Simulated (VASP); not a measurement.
# LuAl4Pt (P4/mmm) in VASP: single point with PBE

Aim: the single point of LuAl4Pt with PBE.

All numbers are computed with VASP 6.6.1; they aren't measurements. Logs are shortened: lines on timing, memory, paths and dates and some standing lists are left out, and cuts for length are marked.

## (1) The cell of the first run

The structure is tetragonal, space group P4/mmm (No. 123). The conventional cell has a = 3.042 Å, b = 3.042 Å, c = 12.760 Å, α = 90.00°, β = 90.00°, γ = 90.00°. Within 4.0 Å of Lu (site symmetry 4/mmm) lie 4 Lu at 3.04 Å and 8 Al at 3.09 Å. Within 3.4 Å of Al (site symmetry 4mm) lie 5 Al at 2.61 to 3.04 Å and 4 Lu at 3.09 Å. Al (site symmetry 4mm) has 6 Al at 2.61 to 3.11 Å and 4 Pt at 2.65 Å within 3.4 Å. Pt (site symmetry 4/mmm) has 8 Al at 2.65 Å and 4 Pt at 3.04 Å within 3.5 Å.

The cell was built from a structure type or drawn by symmetry, and may not be a known phase.

## (2) Single point, PBE

INCAR

```
  ALGO = Fast
  EDIFF = 1E-6
  ENCUT = 520
  GGA = PE
  ISIF = 2
  ISMEAR = 0
  LASPH = True
  LCHARG = False
  LREAL = False
  LWAVE = False
  NBANDS = 32
  NELM = 60
  PREC = Accurate
  SIGMA = 0.1
```

KPOINTS

```
k-points
0
Gamma
  12 12 4
```

POSCAR

```
LuAl4Pt
1.0
    3.0420697040      0.0000000000      0.0000000000
    0.0000000000      3.0420697040      0.0000000000
    0.0000000000      0.0000000000     12.7599271022
Lu Al Pt
1 4 1
Direct
    0.0000000000      0.0000000000      0.5000000000
    0.5000000000      0.5000000000      0.3264438410
    0.5000000000      0.5000000000      0.8782030197
    0.5000000000      0.5000000000      0.1217969803
    0.5000000000      0.5000000000      0.6735561590
    0.0000000000      0.0000000000      0.0000000000
```

Potentials or basis: VASP PAW PBE potentials, release 64 (Lu, Al, Pt).

Run with:

```bash
> cat potpaw_PBE.64/Lu/POTCAR potpaw_PBE.64/Al/POTCAR potpaw_PBE.64/Pt/POTCAR > POTCAR
> mpirun -np 1 vasp_std > vasp.out
```

OUTCAR:

```text
EDIFF = 1E-6
   ENCUT = 520
   GGA = PE
   ISIF = 2
   ISMEAR = 0
   LASPH = True
   LREAL = False
   NELM = 60
   PREC = Accurate

 ion  position               nearest neighbor table
   1  0.000  0.000  0.500-   2 3.09   5 3.09   2 3.09   5 3.09   2 3.09   5 3.09   2 3.09   5 3.09

   2  0.500  0.500  0.326-   4 2.61   1 3.09   1 3.09   1 3.09   1 3.09
   3  0.500  0.500  0.878-   5 2.61   6 2.65   6 2.65   6 2.65   6 2.65   4 3.11
   4  0.500  0.500  0.122-   2 2.61   6 2.65   6 2.65   6 2.65   6 2.65   3 3.11
   5  0.500  0.500  0.674-   3 2.61   1 3.09   1 3.09   1 3.09   1 3.09
   6  0.000  0.000  0.000-   3 2.65   4 2.65   3 2.65   4 2.65   3 2.65   4 2.65   3 2.65   4 2.65

  LATTYP: Found a simple tetragonal cell.
 ALAT       =     3.0420697040
 C/A-ratio  =     4.1944887342

  Lattice vectors:

 A1 = (   3.0420697040,   0.0000000000,   0.0000000000)
 A2 = (   0.0000000000,   3.0420697040,   0.0000000000)
 A3 = (   0.0000000000,   0.0000000000,  12.7599271022)

Analysis of symmetry for initial positions (statically):
=====================================================================
 Subroutine PRICEL returns:
 Original cell was already a primitive cell.

 Routine SETGRP: Setting up the symmetry group for a
 simple tetragonal supercell.

 Subroutine GETGRP returns: Found 16 space group operations
 (whereof 16 operations were pure point group operations)
 out of a pool of 16 trial point group operations.

The static configuration has the point symmetry D_4h.

Analysis of symmetry for dynamics (positions and initial velocities):
=====================================================================
 Subroutine PRICEL returns:
 Original cell was already a primitive cell.

 Routine SETGRP: Setting up the symmetry group for a
 simple tetragonal supercell.

 Subroutine GETGRP returns: Found 16 space group operations
 (whereof 16 operations were pure point group operations)
 out of a pool of 16 trial point group operations.

The dynamic configuration has the point symmetry D_4h.

 Subroutine INISYM returns: Found 16 space group operations
 (whereof 16 operations are pure point group operations),
 and found     1 'primitive' translations

----------------------------------------------------------------------------------------

                                     Primitive cell

  volume of cell :     118.0828

  direct lattice vectors                    reciprocal lattice vectors
     3.042069704  0.000000000  0.000000000     0.328723566  0.000000000  0.000000000
     0.000000000  3.042069704  0.000000000     0.000000000  0.328723566  0.000000000
     0.000000000  0.000000000 12.759927102     0.000000000  0.000000000  0.078370354

  length of vectors
     3.042069704  3.042069704 12.759927102     0.328723566  0.328723566  0.078370354

  position of ions in fractional coordinates (direct lattice)
     0.000000000  0.000000000  0.500000000
     0.500000000  0.500000000  0.326443841
     0.500000000  0.500000000  0.878203020
     0.500000000  0.500000000  0.121796980
     0.500000000  0.500000000  0.673556159
     0.000000000  0.000000000  0.000000000

  ion indices of the primitive-cell ions
   primitive index   ion index
                 1           1
                 2           2
                 3           3
                 4           4
                 5           5
                 6           6

----------------------------------------------------------------------------------------

 KPOINTS: k-points

Automatic generation of k-mesh.
 Grid dimensions read from file:
 generate k-points for:   12   12    4

 Generating k-lattice:

  Cartesian coordinates                     Fractional coordinates (reciprocal lattice)
     0.027393630  0.000000000  0.000000000     0.083333333  0.000000000  0.000000000
     0.000000000  0.027393630  0.000000000     0.000000000  0.083333333  0.000000000
     0.000000000  0.000000000  0.019592588     0.000000000  0.000000000  0.250000000

  Length of vectors
     0.027393630  0.027393630  0.019592588

  Shift w.r.t. Gamma in fractional coordinates (k-lattice)
     0.000000000  0.000000000  0.000000000

 Subroutine IBZKPT returns following result:
 ===========================================

 Found     84 irreducible k-points:

 Following reciprocal coordinates:
            Coordinates               Weight
  0.000000  0.000000  0.000000      1.000000
  0.083333  0.000000  0.000000      4.000000
  0.166667  0.000000  0.000000      4.000000
  0.250000  0.000000  0.000000      4.000000
  0.333333  0.000000  0.000000      4.000000
  0.416667  0.000000  0.000000      4.000000
[... 16 lines left out ...]
  0.333333  0.333333  0.000000      4.000000
  0.416667  0.333333  0.000000      8.000000
 [... further k-points ...]
   k-points           NKPTS =     84   k-points in BZ     NKDIM =     84   number of bands    NBANDS=     32
   number of dos      NEDOS =    301   number of ions     NIONS =      6
   total plane-waves  NPLWV =  55296
   dimension x,y,z NGX =    24 NGY =   24 NGZ =   96
   dimension x,y,z NGXF=    48 NGYF=   48 NGZF=  192
   ions per type =               1   4   1
   NGX,Y,Z   is equivalent  to a cutoff of  13.12, 13.12, 12.51 a.u.
   NGXF,Y,Z  is equivalent  to a cutoff of  26.23, 26.23, 25.02 a.u.
 SYSTEM =  unknown system
   PREC   = accura    normal or accurate (medium, high low for compatibility)
   ISTART =      0    job   : 0-new  1-cont  2-samecut
   ICHARG =      2    charge: 1-file 2-atom 10-const
   ISPIN  =      1    spin polarized calculation?
   LNONCOLLINEAR =      F non collinear calculations
   LSORBIT =      F    spin-orbit coupling
   LASPH  =      T    aspherical Exc in radial PAW
   ENCUT  =  520.0 eV  38.22 Ry    6.18 a.u.   5.66  5.66 23.73*2*pi/ulx,y,z
   NELM   =     60;   NELMIN=  2; NELMDL= -5     # of ELM steps
   EDIFF  = 0.1E-05   stopping-criterion for ELM
   LREAL  =      F    real-space projection
   EDIFFG = 0.1E-04   stopping-criterion for IOM
   NSW    =      0    number of steps for IOM
   IBRION =     -1    ionic relax: 0-MD 1-quasi-New 2-CG
   NFREE  =      0    steps in history (QN), initial steepest desc. (CG)
   ISIF   =      2    stress and relaxation
   ISYM   =      2    0-nonsym 1-usesym 2-fastsym
   POTIM  = 0.5000    time-step for ionic-motion
   TEBEG  =    0.0;   TEEND  =   0.0 temperature during run
   PSTRESS=    0.0 pullay stress
   NELECT =      47.0000    total number of electrons
   NUPDOWN=      -1.0000    fix difference up-down
   EMIN   =  10.00;   EMAX   =-10.00  energy-range for DOS
   EFERMI =   0.00;   METHOD = LEGACY
   ISMEAR =     0;   SIGMA  =   0.10  broadening in eV -4-tet -1-fermi 0-gaus
   EFERMI_NEDOS =   21; number of points for ismear=-14 and -15
   IALGO  =     68    algorithm
   IMIX   =      4    mixing-type and parameters
     AMIX     =   0.40;   BMIX     =  1.00
     AMIX_MAG =   1.60;   BMIX_MAG =  1.00
  volume/ion in A,a.u.               =      19.68       132.81
  Fermi-wavevector in a.u.,A,eV,Ry     =   1.204237  2.275678 19.730987  1.450187
  Thomas-Fermi vector in A             =   2.339968
   LORBIT       =      0    0 simple, 1 ext, 2 COOP (PROOUT), +10 PAW based schemes
   GGA     = PE    functional components
   LHFCALC =     F    Hartree Fock is set to
   AEXX    =    0.0000 exact exchange contribution
   IVDW    =     0    specifies the selected vdW correction
   LEPSILON=     F    determine dielectric tensor
   LRPA    =     F    only Hartree local field effects (RPA)
 non-spin polarized calculation
 RMM-DIIS sequential band-by-band and
 Gauss-broadening in eV      SIGMA  =   0.10
  energy-cutoff  :      520.00
  volume of cell :      118.08
 maximum number of plane-waves:      3220
 NGX is ok and might be reduce to    24
   NGX = 11   NGY = 11   NGZ = 47

 number of electron      47.0000015 magnetization

 Free energy of the ion-electron system (eV)
  ---------------------------------------------------
  ext. energy  EPLUGINS =         0.00000000
  ---------------------------------------------------
  free energy    TOTEN  =       -27.53795430 eV

  energy without entropy =      -27.52158421  energy(sigma->0) =      -27.52976925

 E-fermi :   5.9507     XC(G=0): -10.3824

 val. band max:        5.9492646813   @ k =   0.3333   0.0833   0.0000
 cond. band min:       5.9574595721   @ k =   0.1667   0.1667   0.0000
 fundamental gap:      0.0081948908
 Fermi energy:         5.9507031013

 k-point     1 :       0.0000    0.0000    0.0000
  band No.  band energies     occupation
      1     -50.0005      2.00000
      2     -20.6809      2.00000
      3     -20.3427      2.00000
      4     -20.3427      2.00000
      5      -4.3579      2.00000
      6      -2.0201      2.00000
[... 24 lines left out ...]
     31      12.6821      0.00000
     32      13.3070      0.00000

 k-point     2 :       0.0833    0.0000    0.0000
  band No.  band energies     occupation
      1     -49.9971      2.00000
      2     -20.6733      2.00000
      3     -20.4048      2.00000
      4     -20.3374      2.00000
      5      -4.2243      2.00000
      6      -1.8882      2.00000
[... 24 lines left out ...]
     31      11.9679      0.00000
     32      12.0426      0.00000

 k-point     3 :       0.1667    0.0000    0.0000
  band No.  band energies     occupation
      1     -49.9876      2.00000
      2     -20.6523      2.00000
      3     -20.5710      2.00000
      4     -20.3229      2.00000
      5      -3.8320      2.00000
      6      -1.5463      2.00000
[... 24 lines left out ...]
     31      11.6772      0.00000
     32      11.7202      0.00000

 k-point     4 :       0.2500    0.0000    0.0000
  band No.  band energies     occupation
      1     -49.9745      2.00000
      2     -20.7908      2.00000
      3     -20.6234      2.00000
      4     -20.3030      2.00000
      5      -3.2057      2.00000
      6      -1.1960      2.00000
[... 24 lines left out ...]
     31      10.8578      0.00000
     32      11.3999      0.00000

 k-point     5 :       0.3333    0.0000    0.0000
  band No.  band energies     occupation
      1     -49.9615      2.00000
      2     -21.0029      2.00000
      3     -20.5943      2.00000
      4     -20.2831      2.00000
      5      -2.3870      2.00000
      6      -0.8505      2.00000
[... 584 lines left out ...]
     31      10.0230      0.00000
     32      10.1916      0.00000

 k-point    22 :       0.5000    0.2500    0.0000
  band No.  band energies     occupation
      1     -49.9230      2.00000
      2     -21.1452      2.00000
      3     -20.6858      2.00000
      4     -20.5136      2.00000
      5      -0.5725      2.00000
      6      -0.0478      2.00000
[... 24 lines left out ...]
     31       9.9521      0.00000
     32      10.4402      0.00000

 k-point    23 :       0.3333    0.3333    0.0000
  band No.  band energies     occupation
      1     -49.9232      2.00000
      2     -20.9271      2.00000
      3     -20.9051      2.00000
      4     -20.5146      2.00000
      5      -1.0972      2.00000
      6       0.0747      2.00000
[... 24 lines left out ...]
     31       9.9249      0.00000
     32      10.0627      0.00000

 k-point    24 :       0.4167    0.3333    0.0000
  band No.  band energies     occupation
      1     -49.9138      2.00000
      2     -21.0615      2.00000
      3     -20.8944      2.00000
      4     -20.4949      2.00000
      5      -0.8972      2.00000
      6       0.2538      2.00000
[... 24 lines left out ...]
     31       9.3936      0.00000
     32       9.4327      0.00000

 [... further k-points ...]

------------------------ aborting loop because EDIFF is reached ----------------------------------------

  FORCE on cell =-STRESS in cart. coord.  units (eV):
  Direction    XX          YY          ZZ          XY          YZ          ZX
  --------------------------------------------------------------------------------------
  -------------------------------------------------------------------------------------
  Total       -0.4722505     -0.4722505     -0.4298896      0.0000000      0.0000000     -0.0000000
  in kB       -6.4076156     -6.4076156     -5.8328529      0.0000000      0.0000000     -0.0000000
  external PRESSURE =      -6.2160280 kB  Pullay stress =       0.0000000 kB

 VOLUME and BASIS-vectors are now :
 -----------------------------------------------------------------------------
  energy-cutoff  :      520.00
  volume of cell :      118.08
      direct lattice vectors                 reciprocal lattice vectors
     3.042069704  0.000000000  0.000000000     0.328723566  0.000000000  0.000000000
     0.000000000  3.042069704  0.000000000     0.000000000  0.328723566  0.000000000
     0.000000000  0.000000000 12.759927102     0.000000000  0.000000000  0.078370354

 POSITION                                       TOTAL-FORCE (eV/Angst)
 -----------------------------------------------------------------------------------
      0.00000      0.00000      6.37996         0.000000      0.000000      0.000000
      1.52103      1.52103      4.16540         0.000000      0.000000     -0.014257
      1.52103      1.52103     11.20581         0.000000     -0.000000      0.007894
      1.52103      1.52103      1.55412         0.000000      0.000000     -0.007894
      1.52103      1.52103      8.59453         0.000000     -0.000000      0.014257
      0.00000      0.00000      0.00000         0.000000      0.000000      0.000000
 -----------------------------------------------------------------------------------
    total drift:                               -0.000000      0.000000      0.000000

  FREE ENERGIE OF THE ION-ELECTRON SYSTEM (eV)
  ---------------------------------------------------
  free  energy   TOTEN  =       -27.5379542996 eV

  energy  without entropy=      -27.5215842090  energy(sigma->0) =      -27.52976925
```

Run time: 16 min. Hardware: 1 thread of Intel Xeon 8259CL, shared host; peak memory 0.48 GiB.

What came out:

```yaml
Free_energy: -27.5380 eV
Pressure: -0.6 GPa
Largest_force: 0.014 eV/Å
Band_gap_on_the_k_mesh: zero (an odd number of electrons rules out a gap without spin polarisation)
```

Forces in eV/Å, atoms in the order of the input:
```
Lu   0.000  0.000  0.000
Al   0.000  0.000 -0.014
Al   0.000  0.000  0.008
Al   0.000  0.000 -0.008
Al   0.000  0.000  0.014
Pt   0.000  0.000  0.000
```

Caveat: spin-orbit coupling is left out, which moves the levels of the heavy elements.
